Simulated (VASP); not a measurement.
# Sn (Fd-3m) in VASP: single point with LDA

Aim: the single point of Sn with LDA.

All numbers are computed with VASP 6.6.1; they aren't measurements. Logs are shortened: lines on timing, memory, paths and dates and some standing lists are left out, and cuts for length are marked.

**1. The cell of the first run**

It takes space group Fd-3m (No. 227, cubic). Conventional cell: a = 6.478 Å, b = 6.478 Å, c = 6.478 Å, α = 90.00°, β = 90.00°, γ = 90.00°. Sn (site symmetry -43m) has 4 Sn at 2.81 Å within 3.7 Å.

**2. Single point, LDA**

INCAR

```
SYSTEM = Sn
PREC     = Accurate       ! precision mode
ENCUT    = 520            ! plane-wave cutoff, eV
EDIFF    = 1E-6           ! SCF threshold, eV
ISMEAR   = -1             ! smearing method
SIGMA    = 0.13605693000000002 ! smearing width, eV
LREAL    = .FALSE.        ! projectors in reciprocal space
LASPH    = .TRUE.         ! aspherical terms in the spheres
NELM     = 100            ! most SCF steps
ALGO     = Normal         ! electronic algorithm
ISIF     = 2              ! what is computed and relaxed
LWAVE    = .FALSE.        ! write WAVECAR
LCHARG   = .FALSE.        ! write CHGCAR
NBANDS   = 21             ! bands
```

KPOINTS

```
regular mesh
0
G
  8 8 8
  0 0 0
```

POSCAR

```
Sn
1.0
    0.0000000000      3.2392306256      3.2392306256
    3.2392306256      0.0000000000      3.2392306256
    3.2392306256      3.2392306256      0.0000000000
Sn
2
Direct
    0.0000000000      0.0000000000      0.0000000000
    0.2500000000      0.2500000000      0.2500000000
```

Potentials or basis: VASP PAW LDA potentials, release 64 (Sn_d).

Command:

```sh
cat potpaw_LDA.64/Sn_d/POTCAR > POTCAR
mpirun -np 1 vasp_std > vasp.out
```

OUTCAR:

```text
SYSTEM = Sn
   PREC = Accurate
   ENCUT = 520
   EDIFF = 1E-6
   ISMEAR = -1
   LREAL = .FALSE.
   LASPH = .TRUE.
   NELM = 100
   ISIF = 2

 ion  position               nearest neighbor table
   1  0.000  0.000  0.000-   2 2.81   2 2.81   2 2.81   2 2.81
   2  0.250  0.250  0.250-   1 2.81   1 2.81   1 2.81   1 2.81

  LATTYP: Found a face centered cubic cell.
 ALAT       =     6.4784612512

  Lattice vectors:

 A1 = (   0.0000000000,   3.2392306256,   3.2392306256)
 A2 = (   3.2392306256,   0.0000000000,   3.2392306256)
 A3 = (   3.2392306256,   3.2392306256,   0.0000000000)

Analysis of symmetry for initial positions (statically):
=====================================================================
 Subroutine PRICEL returns:
 Original cell was already a primitive cell.

 Routine SETGRP: Setting up the symmetry group for a
 face centered cubic supercell.

 Subroutine GETGRP returns: Found 48 space group operations
 (whereof 24 operations were pure point group operations)
 out of a pool of 48 trial point group operations.

The static configuration has the point symmetry T_d .
 The point group associated with its full space group is O_h .

Analysis of symmetry for dynamics (positions and initial velocities):
=====================================================================
 Subroutine PRICEL returns:
 Original cell was already a primitive cell.

 Routine SETGRP: Setting up the symmetry group for a
 face centered cubic supercell.

 Subroutine GETGRP returns: Found 48 space group operations
 (whereof 24 operations were pure point group operations)
 out of a pool of 48 trial point group operations.

The dynamic configuration has the point symmetry T_d .
 The point group associated with its full space group is O_h .

 Subroutine INISYM returns: Found 48 space group operations
 (whereof 24 operations are pure point group operations),
 and found     1 'primitive' translations

----------------------------------------------------------------------------------------

                                     Primitive cell

  volume of cell :      67.9760

  direct lattice vectors                    reciprocal lattice vectors
     0.000000000  3.239230626  3.239230626    -0.154357642  0.154357642  0.154357642
     3.239230626  0.000000000  3.239230626     0.154357642 -0.154357642  0.154357642
     3.239230626  3.239230626  0.000000000     0.154357642  0.154357642 -0.154357642

  length of vectors
     4.580963882  4.580963882  4.580963882     0.267355278  0.267355278  0.267355278

  position of ions in fractional coordinates (direct lattice)
     0.000000000  0.000000000  0.000000000
     0.250000000  0.250000000  0.250000000

  ion indices of the primitive-cell ions
   primitive index   ion index
                 1           1
                 2           2

----------------------------------------------------------------------------------------

 KPOINTS: regular mesh

Automatic generation of k-mesh.
 Grid dimensions read from file:
 generate k-points for:    8    8    8

 Generating k-lattice:

  Cartesian coordinates                     Fractional coordinates (reciprocal lattice)
    -0.019294705  0.019294705  0.019294705     0.125000000  0.000000000  0.000000000
     0.019294705 -0.019294705  0.019294705     0.000000000  0.125000000  0.000000000
     0.019294705  0.019294705 -0.019294705     0.000000000  0.000000000  0.125000000

  Length of vectors
     0.033419410  0.033419410  0.033419410

  Shift w.r.t. Gamma in fractional coordinates (k-lattice)
     0.000000000  0.000000000  0.000000000

 Subroutine IBZKPT returns following result:
 ===========================================

 Found     29 irreducible k-points:

 Following reciprocal coordinates:
            Coordinates               Weight
  0.000000  0.000000  0.000000      1.000000
  0.125000  0.000000  0.000000      8.000000
  0.250000  0.000000  0.000000      8.000000
  0.375000  0.000000  0.000000      8.000000
  0.500000  0.000000  0.000000      4.000000
  0.125000  0.125000  0.000000      6.000000
[... 16 lines left out ...]
  0.500000  0.250000  0.125000     48.000000
 -0.375000  0.250000  0.125000     24.000000
 [... further k-points ...]
   k-points           NKPTS =     29   k-points in BZ     NKDIM =     29   number of bands    NBANDS=     21
   number of dos      NEDOS =    301   number of ions     NIONS =      2
   total plane-waves  NPLWV =  46656
   dimension x,y,z NGX =    36 NGY =   36 NGZ =   36
   dimension x,y,z NGXF=    72 NGYF=   72 NGZF=   72
   ions per type =               2
   NGX,Y,Z   is equivalent  to a cutoff of  13.06, 13.06, 13.06 a.u.
   NGXF,Y,Z  is equivalent  to a cutoff of  26.13, 26.13, 26.13 a.u.
 SYSTEM =  Sn
   PREC   = accura    normal or accurate (medium, high low for compatibility)
   ISTART =      0    job   : 0-new  1-cont  2-samecut
   ICHARG =      2    charge: 1-file 2-atom 10-const
   ISPIN  =      1    spin polarized calculation?
   LNONCOLLINEAR =      F non collinear calculations
   LSORBIT =      F    spin-orbit coupling
   LASPH  =      T    aspherical Exc in radial PAW
   ENCUT  =  520.0 eV  38.22 Ry    6.18 a.u.   8.52  8.52  8.52*2*pi/ulx,y,z
   NELM   =    100;   NELMIN=  2; NELMDL= -5     # of ELM steps
   EDIFF  = 0.1E-05   stopping-criterion for ELM
   LREAL  =      F    real-space projection
   EDIFFG = 0.1E-04   stopping-criterion for IOM
   NSW    =      0    number of steps for IOM
   IBRION =     -1    ionic relax: 0-MD 1-quasi-New 2-CG
   NFREE  =      0    steps in history (QN), initial steepest desc. (CG)
   ISIF   =      2    stress and relaxation
   ISYM   =      2    0-nonsym 1-usesym 2-fastsym
   POTIM  = 0.5000    time-step for ionic-motion
   TEBEG  =    0.0;   TEEND  =   0.0 temperature during run
   PSTRESS=    0.0 pullay stress
   NELECT =      28.0000    total number of electrons
   NUPDOWN=      -1.0000    fix difference up-down
   EMIN   =  10.00;   EMAX   =-10.00  energy-range for DOS
   EFERMI =   0.00;   METHOD = LEGACY
   ISMEAR =    -1;   SIGMA  =   0.14  broadening in eV -4-tet -1-fermi 0-gaus
   EFERMI_NEDOS =   21; number of points for ismear=-14 and -15
   IALGO  =     38    algorithm
   IMIX   =      4    mixing-type and parameters
     AMIX     =   0.40;   BMIX     =  1.00
     AMIX_MAG =   1.60;   BMIX_MAG =  1.00
  volume/ion in A,a.u.               =      33.99       229.36
  Fermi-wavevector in a.u.,A,eV,Ry     =   1.218080  2.301837 20.187205  1.483718
  Thomas-Fermi vector in A             =   2.353378
   LORBIT       =      0    0 simple, 1 ext, 2 COOP (PROOUT), +10 PAW based schemes
   GGA     = CA    functional components
   LHFCALC =     F    Hartree Fock is set to
   AEXX    =    0.0000 exact exchange contribution
   IVDW    =     0    specifies the selected vdW correction
   LEPSILON=     F    determine dielectric tensor
   LRPA    =     F    only Hartree local field effects (RPA)
 non-spin polarized calculation
  energy-cutoff  :      520.00
  volume of cell :       67.98
 maximum number of plane-waves:      1850
 NGX is ok and might be reduce to    36
   NGX = 17   NGY = 17   NGZ = 17

 number of electron      28.0000005 magnetization

 Free energy of the ion-electron system (eV)
  ---------------------------------------------------
  ext. energy  EPLUGINS =         0.00000000
  ---------------------------------------------------
  free energy    TOTEN  =        -8.94167931 eV

  energy without entropy =       -8.92529728  energy(sigma->0) =       -8.93348829

 E-fermi :   5.3926     XC(G=0):  -9.2168

 val. band max:        5.3298188754   @ k =   0.5000   0.0000   0.0000
 cond. band min:       5.4287913669   @ k =   0.3750   0.0000   0.0000
 fundamental gap:      0.0989724915
 Fermi energy:         5.3926088673

 k-point     1 :       0.0000    0.0000    0.0000
  band No.  band energies     occupation
      1     -16.2026      2.00000
      2     -16.2026      2.00000
      3     -16.2026      2.00000
      4     -16.1402      2.00000
      5     -16.1402      2.00000
      6     -15.8238      2.00000
[... 13 lines left out ...]
     20      13.4736      0.00000
     21      13.4736      0.00000

 k-point     2 :       0.1250    0.0000    0.0000
  band No.  band energies     occupation
      1     -16.2136      2.00000
      2     -16.2136      2.00000
      3     -16.1987      2.00000
      4     -16.1247      2.00000
      5     -16.1247      2.00000
      6     -15.8458      2.00000
[... 13 lines left out ...]
     20      12.5370      0.00000
     21      12.5370      0.00000

 k-point     3 :       0.2500    0.0000    0.0000
  band No.  band energies     occupation
      1     -16.2287      2.00000
      2     -16.2287      2.00000
      3     -16.1893      2.00000
      4     -16.0996      2.00000
      5     -16.0996      2.00000
      6     -15.8681      2.00000
[... 13 lines left out ...]
     20      12.3216      0.00000
     21      12.3216      0.00000

 k-point     4 :       0.3750    0.0000    0.0000
  band No.  band energies     occupation
      1     -16.2372      2.00000
      2     -16.2372      2.00000
      3     -16.1793      2.00000
      4     -16.0831      2.00000
      5     -16.0831      2.00000
      6     -15.8807      2.00000
[... 13 lines left out ...]
     20      13.1440      0.00000
     21      13.1440      0.00000

 k-point     5 :       0.5000    0.0000    0.0000
  band No.  band energies     occupation
      1     -16.2396      2.00000
      2     -16.2396      2.00000
      3     -16.1750      2.00000
      4     -16.0781      2.00000
      5     -16.0781      2.00000
      6     -15.8841      2.00000
[... 13 lines left out ...]
     20      14.2057      0.00000
     21      14.2105      0.00000
[... 382 lines left out ...]
     20      14.6459      0.00000
     21      15.8626      0.00000

 k-point    22 :       0.3750    0.2500    0.1250
  band No.  band energies     occupation
      1     -16.2435      2.00000
      2     -16.2421      2.00000
      3     -16.1753      2.00000
      4     -16.0879      2.00000
      5     -16.0484      2.00000
      6     -15.9414      2.00000
[... 13 lines left out ...]
     20      13.3140      0.00000
     21      13.7413      0.00000

 k-point    23 :       0.5000    0.2500    0.1250
  band No.  band energies     occupation
      1     -16.2624      2.00000
      2     -16.2507      2.00000
      3     -16.1428      2.00000
      4     -16.0655      2.00000
      5     -16.0291      2.00000
      6     -15.9557      2.00000
[... 13 lines left out ...]
     20      13.1650      0.00000
     21      14.4199      0.00000

 k-point    24 :      -0.3750    0.2500    0.1250
  band No.  band energies     occupation
      1     -16.2701      2.00000
      2     -16.2531      2.00000
      3     -16.1276      2.00000
      4     -16.0491      2.00000
      5     -16.0308      2.00000
      6     -15.9496      2.00000
[... 13 lines left out ...]
     20      13.9210      0.00000
     21      14.4728      0.00000

 [... further k-points ...]

------------------------ aborting loop because EDIFF is reached ----------------------------------------

  FORCE on cell =-STRESS in cart. coord.  units (eV):
  Direction    XX          YY          ZZ          XY          YZ          ZX
  --------------------------------------------------------------------------------------
  -------------------------------------------------------------------------------------
  Total        0.0092469      0.0092469      0.0092469      0.0000000      0.0000000     -0.0000000
  in kB        0.2179461      0.2179461      0.2179461      0.0000000      0.0000000     -0.0000000
  external PRESSURE =       0.2179461 kB  Pullay stress =       0.0000000 kB

 VOLUME and BASIS-vectors are now :
 -----------------------------------------------------------------------------
  energy-cutoff  :      520.00
  volume of cell :       67.98
      direct lattice vectors                 reciprocal lattice vectors
     0.000000000  3.239230626  3.239230626    -0.154357642  0.154357642  0.154357642
     3.239230626  0.000000000  3.239230626     0.154357642 -0.154357642  0.154357642
     3.239230626  3.239230626  0.000000000     0.154357642  0.154357642 -0.154357642

 POSITION                                       TOTAL-FORCE (eV/Angst)
 -----------------------------------------------------------------------------------
      0.00000      0.00000      0.00000        -0.000000     -0.000000     -0.000000
      1.61962      1.61962      1.61962         0.000000      0.000000      0.000000
 -----------------------------------------------------------------------------------
    total drift:                                0.000000      0.000000      0.000000

  FREE ENERGIE OF THE ION-ELECTRON SYSTEM (eV)
  ---------------------------------------------------
  free  energy   TOTEN  =        -8.9416793105 eV

  energy  without entropy=       -8.9252972789  energy(sigma->0) =       -8.93348829
```

It took 40 s on 1 thread of Intel Xeon Platinum 8488C (Sapphire Rapids), shared host; peak memory 0.18 GiB.

Results:

* Free energy: -8.9417 eV
* Pressure: 0.0 GPa
* Band gap on the k mesh: zero (band 14 reaches 5.51 eV, above the bottom of band 15 at 5.33 eV)

Caveat: spin-orbit coupling is left out, which moves the levels of the heavy elements.
